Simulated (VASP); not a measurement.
Wanted: the native input for a VASP 6.6.1 run.

* Task: single point
* Functional: PBE
* Potentials or basis: VASP PAW PBE potentials, release 64 (Co)
* Cutoff: 520 eV
* k mesh: 14 × 14 × 8
* Occupations: fermi-dirac, width 0.1 eV
* Spin: no spin polarisation
* Dipole correction: no
* Further INCAR settings: ALGO = Normal; EDIFF = 1e-06; NBANDS = 16

The structure of Co lies in POSCAR:

```
Co
1.0
    2.4583938885      0.0000000000      0.0000000000
   -1.2291969442      2.1290315600      0.0000000000
    0.0000000000      0.0000000000      3.9606905031
Co
2
Direct
    0.3333333333      0.6666666667      0.2500000000
    0.6666666667      0.3333333333      0.7500000000
```

The input as run:

INCAR

```
PREC = Accurate ; ENCUT = 520
EDIFF = 1E-6 ; ISMEAR = -1
SIGMA = 0.1 ; LREAL = F
LASPH = T ; NELM = 60
ALGO = Normal ; ISIF = 2
LWAVE = F ; LCHARG = T
GGA = PE ; LELF = T
LVHAR = T ; NBANDS = 16
```

KPOINTS

```
regular mesh
0
Gamma
  14 14 8
```

Potentials or basis: VASP PAW PBE potentials, release 64 (Co).

The run is started by

```sh
$ cat potpaw_PBE.64/Co/POTCAR > POTCAR
$ mpirun -np 1 vasp_std > vasp.out
```

It gave:

```
Pressure               : -0.7 GPa
Band gap on the k mesh : zero (band 9 reaches 11.23 eV, above the bottom of band 10 at 9.66 eV)
```

Caveat: the run has no spin polarisation, though such a crystal can be magnetic.

It took 14 s on 1 thread of Intel(R) Xeon(R) 6975P-C (Granite Rapids) (shared host), peak memory 0.14 GiB.
